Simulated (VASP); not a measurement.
# NaMo6 (Pm-3m) in VASP: notebook, part 2 of 2

VASP 6.6.1.

### 4 Single point, PBE

This run uses another cell than the first one, of 17.34 Å³/atom, 0.538 times its volume.

Contents of INCAR:

```
PREC = Accurate ; ENCUT = 520
EDIFF = 1E-6 ; ISMEAR = 0
SIGMA = 0.1 ; LREAL = False
LASPH = True ; NELM = 100
ALGO = Normal ; ISIF = 2
LWAVE = False ; LCHARG = True
GGA = PE ; LELF = True
LVHAR = True ; NBANDS = 54
```

Contents of KPOINTS:

```
Automatic mesh
0
Gamma
  4 4 4
```

Contents of POSCAR:

```
NaMo6
1.0
    4.9507839700      0.0000000000      0.0000000000
    0.0000000000      4.9507839700      0.0000000000
    0.0000000000      0.0000000000      4.9507839700
Na Mo
1 6
Direct
    0.0000000000      0.0000000000      0.0000000000
    0.1987293400      0.5000000000      0.5000000000
    0.5000000000      0.8012706600      0.5000000000
    0.5000000000      0.1987293400      0.5000000000
    0.8012706600      0.5000000000      0.5000000000
    0.5000000000      0.5000000000      0.1987293400
    0.5000000000      0.5000000000      0.8012706600
```

Potentials or basis: VASP PAW PBE potentials, release 64 (Na_pv, Mo_sv).

On the command line:

```
cat potpaw_PBE.64/Na_pv/POTCAR potpaw_PBE.64/Mo_sv/POTCAR > POTCAR
mpirun -np 1 vasp_std > vasp.out
```

OUTCAR:

```text
PREC = Accurate
   ENCUT = 520
   EDIFF = 1E-6
   ISMEAR = 0
   LREAL = False
   LASPH = True
   NELM = 100
   ISIF = 2
   GGA = PE

 ion  position               nearest neighbor table
   1  0.000  0.000  0.000-
   2  0.199  0.500  0.500-   5 1.97   4 2.11   3 2.11   6 2.11   7 2.11   5 2.98
   3  0.500  0.801  0.500-   4 1.97   2 2.11   5 2.11   6 2.11   7 2.11   4 2.98
   4  0.500  0.199  0.500-   3 1.97   2 2.11   5 2.11   6 2.11   7 2.11   3 2.98
   5  0.801  0.500  0.500-   2 1.97   3 2.11   4 2.11   6 2.11   7 2.11   2 2.98
   6  0.500  0.500  0.199-   7 1.97   3 2.11   4 2.11   5 2.11   2 2.11   7 2.98
   7  0.500  0.500  0.801-   6 1.97   3 2.11   4 2.11   5 2.11   2 2.11   6 2.98

  LATTYP: Found a simple cubic cell.
 ALAT       =     4.9507839700

  Lattice vectors:

 A1 = (   4.9507839700,   0.0000000000,   0.0000000000)
 A2 = (   0.0000000000,   4.9507839700,   0.0000000000)
 A3 = (   0.0000000000,   0.0000000000,   4.9507839700)

Analysis of symmetry for initial positions (statically):
[... 171 lines left out ...]
 val. band max:        9.1547712079   @ k =   0.5000   0.5000   0.0000
 cond. band min:       9.1717488500   @ k =   0.5000   0.2500   0.2500
 fundamental gap:      0.0169776421
 Fermi energy:         9.1642542903

 k-point     1 :       0.0000    0.0000    0.0000
  band No.  band energies     occupation
      1     -53.7791      2.00000
      2     -51.5469      2.00000
      3     -51.5469      2.00000
      4     -51.0748      2.00000
      5     -51.0748      2.00000
      6     -51.0748      2.00000
[... 559 lines left out ...]
     53      12.4794      0.00000
     54      12.4794      0.00000

------------------------ aborting loop because EDIFF is reached ----------------------------------------

  FORCE on cell =-STRESS in cart. coord.  units (eV):
  Direction    XX          YY          ZZ          XY          YZ          ZX
  --------------------------------------------------------------------------------------
  -------------------------------------------------------------------------------------
  Total      108.5382224    108.5382224    108.5382224      0.0000000     -0.0000000     -0.0000000
  in kB     1433.0830474   1433.0830474   1433.0830474      0.0000000     -0.0000000     -0.0000000
  external PRESSURE =    1433.0830474 kB  Pullay stress =       0.0000000 kB

 VOLUME and BASIS-vectors are now :
 -----------------------------------------------------------------------------
  energy-cutoff  :      520.00
  volume of cell :      121.35
      direct lattice vectors                 reciprocal lattice vectors
     4.950783970  0.000000000  0.000000000     0.201988212  0.000000000  0.000000000
     0.000000000  4.950783970  0.000000000     0.000000000  0.201988212  0.000000000
     0.000000000  0.000000000  4.950783970     0.000000000  0.000000000  0.201988212

 POSITION                                       TOTAL-FORCE (eV/Angst)
 -----------------------------------------------------------------------------------
      0.00000      0.00000      0.00000        -0.000000      0.000000     -0.000000
      0.98387      2.47539      2.47539       -13.932803      0.000000     -0.000000
      2.47539      3.96692      2.47539        -0.000000     13.932803     -0.000000
      2.47539      0.98387      2.47539         0.000000    -13.932803     -0.000000
      3.96692      2.47539      2.47539        13.932803      0.000000     -0.000000
      2.47539      2.47539      0.98387         0.000000      0.000000    -13.932803
      2.47539      2.47539      3.96692        -0.000000      0.000000     13.932803
 -----------------------------------------------------------------------------------
    total drift:                                0.000000     -0.000000      0.000000

  FREE ENERGIE OF THE ION-ELECTRON SYSTEM (eV)
  ---------------------------------------------------
  free  energy   TOTEN  =       -25.6199652266 eV

  energy  without entropy=      -25.5763820673  energy(sigma->0) =      -25.59817365
```

OSZICAR:

```text
N       E                     dE             d eps       ncg     rms          rms(c)
DAV:   1     0.144712188051E+04    0.14471E+04   -0.56770E+04  1152   0.185E+03
DAV:   2     0.537728719565E+02   -0.13933E+04   -0.13651E+04  1162   0.598E+02
DAV:   3    -0.278567619685E+02   -0.81630E+02   -0.76852E+02  1294   0.154E+02
DAV:   4    -0.308303025533E+02   -0.29735E+01   -0.28557E+01  1272   0.257E+01
DAV:   5    -0.309297202921E+02   -0.99418E-01   -0.99048E-01  1264   0.456E+00    0.124E+02
DAV:   6    -0.258800723491E+02    0.50496E+01   -0.20098E+01  1214   0.209E+01    0.745E+01
DAV:   7    -0.256251703807E+02    0.25490E+00   -0.19155E+00  1270   0.871E+00    0.426E+00
DAV:   8    -0.256222055793E+02    0.29648E-02   -0.44706E-02  1308   0.124E+00    0.892E-01
DAV:   9    -0.256199605065E+02    0.22451E-02   -0.71349E-03  1282   0.591E-01    0.253E-01
DAV:  10    -0.256199631377E+02   -0.26311E-05   -0.44445E-04  1300   0.134E-01    0.337E-02
DAV:  11    -0.256199659365E+02   -0.27988E-05   -0.91631E-05  1240   0.594E-02    0.331E-02
DAV:  12    -0.256199655038E+02    0.43273E-06   -0.23192E-05  1192   0.234E-02    0.925E-03
DAV:  13    -0.256199652266E+02    0.27719E-06   -0.18419E-06   850   0.881E-03
   1 F= -.25619965E+02 E0= -.25598174E+02  d E =-.435832E-01
```

Run time: 45 s. Hardware: 1 thread of Intel Xeon 6975P-C (Granite Rapids), shared host; peak memory 0.25 GiB.

What came out:

```
Free energy   : -25.6200 eV
Pressure      : 143.3 GPa
Largest force : 13.933 eV/Å
```

Forces on the atoms (eV/Å):
```
Na    0.000   0.000   0.000
Mo  -13.933   0.000   0.000
Mo    0.000  13.933   0.000
Mo    0.000 -13.933   0.000
Mo   13.933   0.000   0.000
Mo    0.000   0.000 -13.933
Mo    0.000   0.000  13.933
```

Caveat: forces of over 1 eV/Å act on the atoms, so gaps and moduli don't describe the material at rest.

### 5 Summary

```tsv
task	cell	k mesh	cutoff (eV)	gap on the mesh (eV)	pressure (GPa)	largest force (eV/Å)
single point	a = 6.088 Å, 7 atoms	6 × 6 × 6	520	none	0.2	0.01
relaxation of cell and atoms	relaxed from a = 5.985 Å, 7 atoms	6 × 6 × 6	600	none	0.0	-
single point	a = 4.951 Å, 7 atoms	4 × 4 × 4	520	none	143.3	13.93
```

Alike in all rows: level PBE; potentials or basis VASP PAW PBE potentials, release 64 (Na_pv, Mo_sv); no spin polarisation; smearing gaussian 0.1 eV.

Caveats: forces of over 1 eV/Å act on the atoms, so gaps and moduli don't describe the material at rest (some runs).

Absolute energies hang on the potentials; compare differences alone.
